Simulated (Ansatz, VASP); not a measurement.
Two plane-wave programs on HCl

```
H Cl
1.0
     0.00000    2.67500    3.02630
     2.51500    0.00000    3.02630
     2.51500    2.67500    0.00000
H Cl
1 1
Direct
  0.00000 0.00000 0.00000
  0.50000 0.50000 0.50000
```

Change from the starting cell: strain +0.0600 x Voigt [0, 0, 1, 0, 0, 0], atoms carried along.

Alike in both runs: task single point; functional PBEsol; k mesh 16 × 16 × 16; occupations gaussian, width 0.15 eV; no spin polarisation.

```csv
,VASP,Ansatz
version,VASP 6.6.1,Ansatz 0.2.0
potentials or method,"VASP PAW PBE potentials, release 64 (H, Cl), cutoff 520 eV","scalar-relativistic, plane waves, PAW"
valence electrons in the cell,8,8
```

|  | VASP | Ansatz | Ansatz less VASP |
| --- | --- | --- | --- |
| gap on the k mesh at the Fermi level (eV) | none | none | - |
| pressure (GPa) | -10.5 | -10.4 | +0.06 |
| traceless stress, the component that is largest in VASP (GPa) | 6.12 | 6.11 | -0.013 |

VASP's potentials were made for PBE, not for PBEsol. A gap of «none» marks a metal or a gap that the smearing closes. With one functional, cell and mesh, what is left measures potentials, basis and numerics.
